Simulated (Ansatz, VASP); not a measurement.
Two plane-wave programs on Ge

File POSCAR:

```
Ge
1.0
    3.9956487014      0.0000000000      0.0000000000
   -1.9978243507      3.4603332800      0.0000000000
    0.0000000000      0.0000000000      6.6027109586
Ge
4
Direct
    0.6666666667      0.3333333333      0.0459429779
    0.3333333333      0.6666666667      0.5800198899
    0.6666666667      0.3333333333      0.4199801101
    0.3333333333      0.6666666667      0.9540570221
```

Contents of INCAR.step1:

```
ALGO = Normal
EDIFF = 1E-4
ENCUT = 520
GGA = PE
ISMEAR = 0
LASPH = True
LCHARG = False
LREAL = False
LWAVE = True
NBANDS = 36
NELM = 60
PREC = Accurate
SIGMA = 0.03
```

INCAR.step2

```
ALGO = Normal
EDIFF = 1E-7
ENCUT = 520
ISIF = 2
ISMEAR = 0
ISTART = 1
LASPH = True
LCHARG = False
LMIXTAU = True
LREAL = False
LWAVE = False
METAGGA = R2SCAN
NBANDS = 36
NELM = 60
PREC = Accurate
SIGMA = 0.03
```

Contents of KPOINTS:

```
k-points
0
Gamma
  12 12 6
```

Input for Ansatz:

```yaml
crystal:
  lattice:
    - [3.9956487014, 0.0, 0.0]
    - [-1.9978243507, 3.46033328, 0.0]
    - [0.0, 0.0, 6.6027109586]
  atoms:
    - { symbol: Ge, position: [0.6666666667, 0.3333333333, 0.0459429779] }
    - { symbol: Ge, position: [0.3333333333, 0.6666666667, 0.5800198899] }
    - { symbol: Ge, position: [0.6666666667, 0.3333333333, 0.4199801101] }
    - { symbol: Ge, position: [0.3333333333, 0.6666666667, 0.9540570221] }
basis:
  ecutwfc: 500
kpoints:
  mp_grid: { grid: [12, 12, 6] }
hamiltonian:
  xc: r2scan
scf:
  occupations: { method: gaussian, width: 0.03 }
output:
  forces: true
  stress: true
  eigenvalues: true
```

Change from the starting cell: mode 6 (222.9 1/cm) frozen in, largest displacement +0.113 Å.

Alike in both runs: task single point; functional r2SCAN; k mesh 12 × 12 × 6; occupations gaussian, width 0.03 eV; no spin polarisation.

|  | VASP | Ansatz |
| --- | --- | --- |
| version | VASP 6.6.1 | Ansatz 0.2.0 |
| potentials or method | VASP PAW PBE potentials, release 64 (Ge_d), cutoff 520 eV | scalar-relativistic, plane waves, PAW |
| valence electrons in the cell | 56 | 56 |

VASP gave:

```
gap on the k mesh at the Fermi level (eV)                     : none
pressure (GPa)                                                : 0.4
traceless stress, the component that is largest in VASP (GPa) : -1.08
rms of the force components (eV/Å)                            : 0.803
```

Question: Estimate Ansatz's values.

Answer: gap on the k mesh at the Fermi level (eV): none; pressure (GPa): 0.3; traceless stress, the component that is largest in VASP (GPa): -1.07; rms of the force components (eV/Å): 0.807.

VASP's potentials were made for PBE, not for r2SCAN. Atom by atom the forces differ by 0.004 eV/Å (rms over components). A gap of «none» marks a metal or a gap that the smearing closes. The functional is the same, so the differences come from potentials, cutoffs and numerics.
